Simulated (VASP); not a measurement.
# CuF (P6_3/mmc) in VASP: a series of runs, part 3 of 3

VASP 6.6.1. The steps go on from the part before.

## (6) Single point, PBE

This run uses another cell than the first one, of 13.55 Å³/atom.

INCAR reads:

```
PREC = Accurate
ENCUT = 820
EDIFF = 1E-6
ISMEAR = -1
SIGMA = 0.02
LREAL = False
LASPH = True
NELM = 120
ALGO = Normal
ISIF = 2
LWAVE = False
LCHARG = False
GGA = PE
NBANDS = 34
GGA_COMPAT = False
```

KPOINTS reads:

```
regular mesh
0
Gamma
  12 12 6
```

POSCAR reads:

```
CuF
1.0
    3.5086571413      0.0000000000      0.0000000000
   -1.7543285706      3.0385862175      0.0000000000
    0.0000000000      0.0000000000      5.0825199480
Cu F
2 2
Direct
    0.3333333333      0.6666666667      0.2500000000
    0.6666666667      0.3333333333      0.7500000000
    0.6666666667      0.3333333333      0.2500000000
    0.3333333333      0.6666666667      0.7500000000
```

Potentials or basis: VASP PAW PBE potentials, release 64 (Cu_sv_GW, F).

Run with:

```sh
$ cat potpaw_PBE.64/Cu_sv_GW/POTCAR potpaw_PBE.64/F/POTCAR > POTCAR
$ mpirun -np 1 vasp_std > vasp.out
```

Wall time 4.9 min (1 thread of Intel Xeon Platinum 8375C at 2.90GHz (Ice Lake), shared host); peak memory 0.42 GiB.

The run converged. Its results:

```
Free energy            : -14.3190 eV
Pressure               : 3.9 GPa
Band gap on the k mesh : zero (bands 26 and 27 overlap by 0.04 eV)
```

Stress tensor (GPa, compression positive):
```
4.14 0.00 0.00
0.00 4.14 0.00
0.00 0.00 3.28
```

Levels at points of the mesh, in eV from the Fermi level:
```
           k point  band 22  band 23  band 24  band 25  band 26  band 27  band 28  band 29  band 30  band 31
(0.00, 0.00, 0.00)    -0.83    -0.82     0.01     0.01     0.03     0.03     3.70     5.15    11.35    11.35
(0.50, 0.00, 0.00)    -0.81    -0.76    -0.66    -0.66    -0.53     3.23     4.09     6.61     7.57     7.75
(0.00, 0.00, 0.50)    -0.80     0.02     0.02     0.02     0.02     0.59     0.59     9.41     9.41    11.37
(0.50, 0.00, 0.50)    -0.82    -0.58    -0.58    -0.51    -0.51     4.08     4.08     5.21     5.21     9.73
```

Caveat: the cell stands under pressure; semilocal functionals underestimate gaps, and a narrow one can read as zero.

## (7) Single point, PBE

This run uses another cell than the first one, of 14.93 Å³/atom.

INCAR reads:

```
ALGO = Normal
EDIFF = 1E-6
ENCUT = 820
GGA = PE
GGA_COMPAT = False
ISIF = 2
ISMEAR = -1
LASPH = True
LCHARG = False
LREAL = False
LWAVE = False
NBANDS = 34
NELM = 120
PREC = Accurate
SIGMA = 0.02
```

KPOINTS reads:

```
k-points
0
Gamma
  9 9 4
```

POSCAR reads:

```
CuF
1.0
    3.5358154390      0.0000000000      0.0000000000
   -1.7679077195      3.0621059933      0.0000000000
    0.0000000000      0.0000000000      5.5153184831
Cu F
2 2
Direct
    0.3333333333      0.6666666667      0.2500000000
    0.6666666667      0.3333333333      0.7500000000
    0.6666666667      0.3333333333      0.2500000000
    0.3333333333      0.6666666667      0.7500000000
```

Potentials or basis: VASP PAW PBE potentials, release 64 (Cu_sv_GW, F).

Run with:

```sh
$ cat potpaw_PBE.64/Cu_sv_GW/POTCAR potpaw_PBE.64/F/POTCAR > POTCAR
$ mpirun -np 1 vasp_std > vasp.out
```

OUTCAR:

```text
EDIFF = 1E-6
   ENCUT = 820
   GGA = PE
   ISIF = 2
   ISMEAR = -1
   LASPH = True
   LREAL = False
   NELM = 120
   PREC = Accurate

 ion  position               nearest neighbor table
   1  0.333  0.667  0.250-   3 2.04   3 2.04   3 2.04
   2  0.667  0.333  0.750-   4 2.04   4 2.04   4 2.04
   3  0.667  0.333  0.250-   1 2.04   1 2.04   1 2.04
   4  0.333  0.667  0.750-   2 2.04   2 2.04   2 2.04

  LATTYP: Found a hexagonal cell.
 ALAT       =     3.5358154390
 C/A-ratio  =     1.5598434302

  Lattice vectors:

 A1 = (   3.5358154390,   0.0000000000,   0.0000000000)
 A2 = (  -1.7679077195,   3.0621059933,   0.0000000000)
 A3 = (   0.0000000000,   0.0000000000,   5.5153184831)

Analysis of symmetry for initial positions (statically):
=====================================================================
 Subroutine PRICEL returns:
 Original cell was already a primitive cell.

 Routine SETGRP: Setting up the symmetry group for a
 hexagonal supercell.

 Subroutine GETGRP returns: Found 24 space group operations
 (whereof 12 operations were pure point group operations)
 out of a pool of 24 trial point group operations.

The static configuration has the point symmetry D_3d.
 The point group associated with its full space group is D_6h.

Analysis of symmetry for dynamics (positions and initial velocities):
=====================================================================
 Subroutine PRICEL returns:
 Original cell was already a primitive cell.

 Routine SETGRP: Setting up the symmetry group for a
 hexagonal supercell.

 Subroutine GETGRP returns: Found 24 space group operations
 (whereof 12 operations were pure point group operations)
 out of a pool of 24 trial point group operations.
[... 113 lines left out ...]
   ISYM   =      2    0-nonsym 1-usesym 2-fastsym
   POTIM  = 0.5000    time-step for ionic-motion
   TEBEG  =    0.0;   TEEND  =   0.0 temperature during run
   PSTRESS=    0.0 pullay stress
   NELECT =      52.0000    total number of electrons
   NUPDOWN=      -1.0000    fix difference up-down
   EMIN   =  10.00;   EMAX   =-10.00  energy-range for DOS
   EFERMI =   0.00;   METHOD = LEGACY
   ISMEAR =    -1;   SIGMA  =   0.02  broadening in eV -4-tet -1-fermi 0-gaus
   EFERMI_NEDOS =   21; number of points for ismear=-14 and -15
   IALGO  =     38    algorithm
   IMIX   =      4    mixing-type and parameters
     AMIX     =   0.40;   BMIX     =  1.00
     AMIX_MAG =   1.60;   BMIX_MAG =  1.00
  volume/ion in A,a.u.               =      14.93       100.74
  Fermi-wavevector in a.u.,A,eV,Ry     =   1.563325  2.954255 33.252416  2.443984
  Thomas-Fermi vector in A             =   2.666112
   LORBIT       =      0    0 simple, 1 ext, 2 COOP (PROOUT), +10 PAW based schemes
   GGA     = PE    functional components
   LHFCALC =     F    Hartree Fock is set to
   AEXX    =    0.0000 exact exchange contribution
   IVDW    =     0    specifies the selected vdW correction
   LEPSILON=     F    determine dielectric tensor
   LRPA    =     F    only Hartree local field effects (RPA)
 non-spin polarized calculation
  energy-cutoff  :      820.00
  volume of cell :       59.71
 maximum number of plane-waves:      3210
 NGX is ok and might be reduce to    36
   NGX = 17   NGY = 17   NGZ = 25

 number of electron      51.9999997 magnetization

 Free energy of the ion-electron system (eV)
  ---------------------------------------------------
  ext. energy  EPLUGINS =         0.00000000
  ---------------------------------------------------
  free energy    TOTEN  =       -14.38179585 eV

  energy without entropy =      -14.37756554  energy(sigma->0) =      -14.37968070

 E-fermi :   2.5256     XC(G=0):  -9.7625

 val. band max:        2.5156539466   @ k =   0.1111  -0.0000   0.2500
 cond. band min:       2.5367856783   @ k =   0.0000   0.0000   0.0000
 fundamental gap:      0.0211317318
 Fermi energy:         2.5255974336

 k-point     1 :       0.0000    0.0000    0.0000
  band No.  band energies     occupation
      1    -108.2291      2.00000
      2    -108.2290      2.00000
      3     -65.7444      2.00000
      4     -65.7421      2.00000
      5     -65.6299      2.00000
      6     -65.6299      2.00000
[... 877 lines left out ...]
     33      13.8111      0.00000
     34      14.2864      0.00000

 [... further k-points ...]
[... 5 lines left out ...]
  --------------------------------------------------------------------------------------
  -------------------------------------------------------------------------------------
  Total       -0.1759284     -0.1759284     -0.2428927      0.0000000     -0.0000000     -0.0000000
  in kB       -4.7202615     -4.7202615     -6.5169538      0.0000000     -0.0000000     -0.0000000
  external PRESSURE =      -5.3191589 kB  Pullay stress =       0.0000000 kB

 VOLUME and BASIS-vectors are now :
 -----------------------------------------------------------------------------
  energy-cutoff  :      820.00
  volume of cell :       59.71
      direct lattice vectors                 reciprocal lattice vectors
     3.535815439  0.000000000  0.000000000     0.282820192  0.163286314  0.000000000
    -1.767907719  3.062105993  0.000000000     0.000000000  0.326572628  0.000000000
     0.000000000  0.000000000  5.515318483     0.000000000  0.000000000  0.181313192

 POSITION                                       TOTAL-FORCE (eV/Angst)
 -----------------------------------------------------------------------------------
     -0.00000      2.04140      1.37883        -0.000000      0.000000     -0.000000
      1.76791      1.02070      4.13649         0.000000     -0.000000     -0.000000
      1.76791      1.02070      1.37883        -0.000000      0.000000      0.000000
     -0.00000      2.04140      4.13649        -0.000000      0.000000      0.000000
 -----------------------------------------------------------------------------------
    total drift:                               -0.000000      0.000000     -0.000000

  FREE ENERGIE OF THE ION-ELECTRON SYSTEM (eV)
  ---------------------------------------------------
  free  energy   TOTEN  =       -14.3817958511 eV

  energy  without entropy=      -14.3775655429  energy(sigma->0) =      -14.37968070
```

stdout:

```text
POSCAR found type information on POSCAR CuF
 POSCAR found :  2 types and       4 ions
 scaLAPACK will be used
 LDA part: xc-table for (Slater+PW92), standard interpolation
 POSCAR, INCAR and KPOINTS ok, starting setup
 FFT: planning ... GRIDC
 FFT: planning ... GRID_SOFT
 FFT: planning ... GRID
 WAVECAR not read
 entering main loop
```

Run time: 96 s. Hardware: 1 thread of Intel Xeon 6975P-C (Granite Rapids), shared host; peak memory 0.33 GiB.

Results:

```yaml
Free_energy: -14.3818 eV
Pressure: -0.5 GPa
Band_gap_on_the_k_mesh: zero (bands 26 and 27 overlap by 0.05 eV)
```

Caveat: semilocal functionals underestimate gaps, and a narrow one can read as zero. With open d or f shells a metallic result of PBE can be an artefact of self-interaction; +U or a hybrid may open a gap.

## (8) Summary

```tsv
level	cell	k mesh	cutoff (eV)	gap on the mesh (eV)	pressure (GPa)
PBE	a = 3.605, b = 3.605, c = 5.623 Å, angles 90.0, 90.0, 120.0°, 4 atoms	9 × 9 × 4	820	none	-3.5
PBE	a = 3.464, b = 3.464, c = 5.403 Å, angles 90.0, 90.0, 120.0°, 4 atoms	9 × 9 × 4	820	none	3.8
r2SCAN	a = 3.437, b = 3.437, c = 4.979 Å, angles 90.0, 90.0, 120.0°, 4 atoms	9 × 9 × 4	900	none	5.2
PBE	a = 3.500, b = 3.500, c = 5.460 Å, angles 90.0, 90.0, 120.0°, 4 atoms	9 × 9 × 4	820	none	1.4
PBE	a = 3.509, b = 3.509, c = 5.083 Å, angles 90.0, 90.0, 120.0°, 4 atoms	12 × 12 × 6	820	none	3.9
PBE	a = 3.536, b = 3.536, c = 5.515 Å, angles 90.0, 90.0, 120.0°, 4 atoms	9 × 9 × 4	820	none	-0.5
```

Alike in all rows: task single point; potentials or basis VASP PAW PBE potentials, release 64 (Cu_sv_GW, F); no spin polarisation; smearing fermi-dirac 0.02 eV.

Caveats: semilocal functionals underestimate gaps, and a narrow one can read as zero; the cell stands under pressure (at least some runs); the cell stands under tension (at least some runs); the PAW data sets were made with another functional, which shifts forces and pressure a little (at least some runs).

Absolute energies hang on the potentials; compare differences alone.

The gap in the log of VASP goes by the Fermi energy; the results here count the filled bands.